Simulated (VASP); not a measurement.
# Lu (P6_3/mmc) in VASP: further runs, part 2 of 2

VASP 6.6.1. The steps go on from the part before.

## Step 6: Single point, PBE

File INCAR:

```
PREC = Accurate
ENCUT = 520
EDIFF = 1E-7
ISMEAR = -1
SIGMA = 0.1
LREAL = F
LASPH = T
NELM = 80
ALGO = Normal
ISIF = 2
LWAVE = F
LCHARG = F
GGA = PE
NBANDS = 32
```

File KPOINTS:

```
Automatic mesh
0
Gamma
  5 5 3
```

File POSCAR:

```
Lu
1.0
    3.5070808964      0.0000000000      0.0000000000
   -1.7535404482      3.0372211494      0.0000000000
    0.0000000000      0.0000000000      5.4772888711
Lu
2
Direct
    0.3333333333      0.6666666667      0.2500000000
    0.6666666667      0.3333333333      0.7500000000
```

Potentials or basis: VASP PAW PBE potentials, release 64 (Lu).

Launch:

```sh
$ cat potpaw_PBE.64/Lu/POTCAR > POTCAR
$ mpirun -np 1 vasp_std > vasp.out
```

OUTCAR:

```text
PREC = Accurate
   ENCUT = 520
   EDIFF = 1E-7
   ISMEAR = -1
   LREAL = F
   LASPH = T
   NELM = 80
   ISIF = 2
   GGA = PE

 ion  position               nearest neighbor table
   1  0.333  0.667  0.250-   2 3.41   2 3.41   2 3.41   2 3.41   2 3.41   2 3.41
   2  0.667  0.333  0.750-   1 3.41   1 3.41   1 3.41   1 3.41   1 3.41   1 3.41

  LATTYP: Found a hexagonal cell.
 ALAT       =     3.5070808964
 C/A-ratio  =     1.5617800196

  Lattice vectors:

 A1 = (   3.5070808964,   0.0000000000,   0.0000000000)
 A2 = (  -1.7535404482,   3.0372211494,   0.0000000000)
 A3 = (   0.0000000000,   0.0000000000,   5.4772888711)

Analysis of symmetry for initial positions (statically):
=====================================================================
 Subroutine PRICEL returns:
 Original cell was already a primitive cell.

 Routine SETGRP: Setting up the symmetry group for a
 hexagonal supercell.

 Subroutine GETGRP returns: Found 24 space group operations
[... 146 lines left out ...]
  ext. energy  EPLUGINS =         0.00000000
  ---------------------------------------------------
  free energy    TOTEN  =        -9.06302716 eV

  energy without entropy =       -8.92703751  energy(sigma->0) =       -8.99503234

 E-fermi :   2.1964     XC(G=0): -10.6548

 val. band max:        2.1742265732   @ k =   0.2000   0.2000   0.3333
 cond. band min:       2.2913420252   @ k =   0.2000  -0.0000   0.0000
 fundamental gap:      0.1171154521
 Fermi energy:         2.1963696880

 k-point     1 :       0.0000    0.0000    0.0000
  band No.  band energies     occupation
      1     -53.9722      2.00000
      2     -53.9367      2.00000
      3     -24.9264      2.00000
      4     -24.4864      2.00000
      5     -24.4864      2.00000
      6     -24.4018      2.00000
[... 339 lines left out ...]
     31       7.7915      0.00000
     32       8.1554      0.00000

------------------------ aborting loop because EDIFF is reached ----------------------------------------

  FORCE on cell =-STRESS in cart. coord.  units (eV):
  Direction    XX          YY          ZZ          XY          YZ          ZX
  --------------------------------------------------------------------------------------
  -------------------------------------------------------------------------------------
  Total        0.2111602      0.2111602     -0.0106483      0.0000000     -0.0000000     -0.0000000
  in kB        5.7987542      5.7987542     -0.2924178      0.0000000     -0.0000000     -0.0000000
  external PRESSURE =       3.7683635 kB  Pullay stress =       0.0000000 kB

 VOLUME and BASIS-vectors are now :
 -----------------------------------------------------------------------------
  energy-cutoff  :      520.00
  volume of cell :       58.34
      direct lattice vectors                 reciprocal lattice vectors
     3.507080896  0.000000000  0.000000000     0.285137420  0.164624166  0.000000000
    -1.753540448  3.037221149  0.000000000     0.000000000  0.329248333  0.000000000
     0.000000000  0.000000000  5.477288871     0.000000000  0.000000000  0.182572076

 POSITION                                       TOTAL-FORCE (eV/Angst)
 -----------------------------------------------------------------------------------
     -0.00000      2.02481      1.36932         0.000000      0.000000      0.000000
      1.75354      1.01241      4.10797        -0.000000     -0.000000      0.000000
 -----------------------------------------------------------------------------------
    total drift:                               -0.000000      0.000000     -0.000000

  FREE ENERGIE OF THE ION-ELECTRON SYSTEM (eV)
  ---------------------------------------------------
  free  energy   TOTEN  =        -9.0630271593 eV

  energy  without entropy=       -8.9270375142  energy(sigma->0) =       -8.99503234
```

OSZICAR:

```text
N       E                     dE             d eps       ncg     rms          rms(c)
DAV:   1     0.229270818755E+03    0.22927E+03   -0.18867E+04   944   0.499E+03
DAV:   2     0.201112409453E+02   -0.20916E+03   -0.20136E+03   704   0.551E+02
DAV:   3    -0.615745556991E+01   -0.26269E+02   -0.25699E+02   920   0.115E+02
DAV:   4    -0.916549516867E+01   -0.30080E+01   -0.29976E+01   984   0.258E+01
DAV:   5    -0.923302183240E+01   -0.67527E-01   -0.67501E-01   992   0.448E+00    0.495E+00
DAV:   6    -0.910019478283E+01    0.13283E+00   -0.41777E-01  1000   0.778E+00    0.232E+00
DAV:   7    -0.906573682737E+01    0.34458E-01   -0.90323E-02   960   0.181E+00    0.449E-01
DAV:   8    -0.906275737529E+01    0.29795E-02   -0.12308E-02  1072   0.854E-01    0.151E-01
DAV:   9    -0.906301635056E+01   -0.25898E-03   -0.15057E-03   776   0.294E-01    0.129E-01
DAV:  10    -0.906302853614E+01   -0.12186E-04   -0.27768E-04  1024   0.104E-01    0.103E-02
DAV:  11    -0.906302841077E+01    0.12537E-06   -0.94544E-06   832   0.201E-02    0.127E-02
DAV:  12    -0.906302743858E+01    0.97219E-06   -0.20674E-06   848   0.128E-02    0.933E-04
DAV:  13    -0.906302717562E+01    0.26296E-06   -0.51484E-08   464   0.250E-03    0.476E-04
DAV:  14    -0.906302715929E+01    0.16329E-07   -0.16406E-08   464   0.106E-03
   1 F= -.90630272E+01 E0= -.89950323E+01  d E =-.135990E+00
```

stdout:

```text
POSCAR found type information on POSCAR Lu
 POSCAR found :  1 types and       2 ions
 scaLAPACK will be used
 LDA part: xc-table for (Slater+PW92), standard interpolation
 POSCAR, INCAR and KPOINTS ok, starting setup
 FFT: planning ... GRIDC
 FFT: planning ... GRID_SOFT
 FFT: planning ... GRID
 WAVECAR not read
 entering main loop
```

Run time: 36 s. Hardware: 1 thread of Intel Xeon 8259CL, shared host; peak memory 0.18 GiB.

Results:

```yaml
Free_energy: -9.0630 eV
Pressure: 0.4 GPa
Band_gap_on_the_k_mesh: zero (bands 25 and 26 overlap by 1.30 eV)
```

Levels at points of the mesh, in eV from the Fermi level:
| k point | band 22 | band 23 | band 24 | band 25 | band 26 | band 27 | band 28 | band 29 |
| --- | --- | --- | --- | --- | --- | --- | --- | --- |
| (0.00, 0.00, 0.00) | -4.83 | -4.83 | -2.36 | 0.68 | 2.22 | 2.22 | 2.64 | 2.96 |

Caveat: the k points lie up to 0.41 Å⁻¹ apart, too coarse for converged energies and pressures of a metal; spin-orbit coupling is left out, which moves the levels of the heavy elements.

## Step 7: Overview

```csv
k mesh,gap on the mesh (eV),pressure (GPa)
15 × 15 × 9,none,0.4
2 × 2 × 1,none,-9.0
3 × 3 × 2,none,-0.5
4 × 4 × 2,none,1.2
5 × 5 × 3,none,0.4
```

Alike in all rows: task single point; level PBE; potentials or basis VASP PAW PBE potentials, release 64 (Lu); no spin polarisation; cell as given; cutoff (eV) 520; smearing fermi-dirac 0.1 eV.

Caveats: some runs use coarse meshes; spin-orbit coupling is left out, which moves the levels of the heavy elements.

Absolute energies hang on the potentials; compare differences alone.
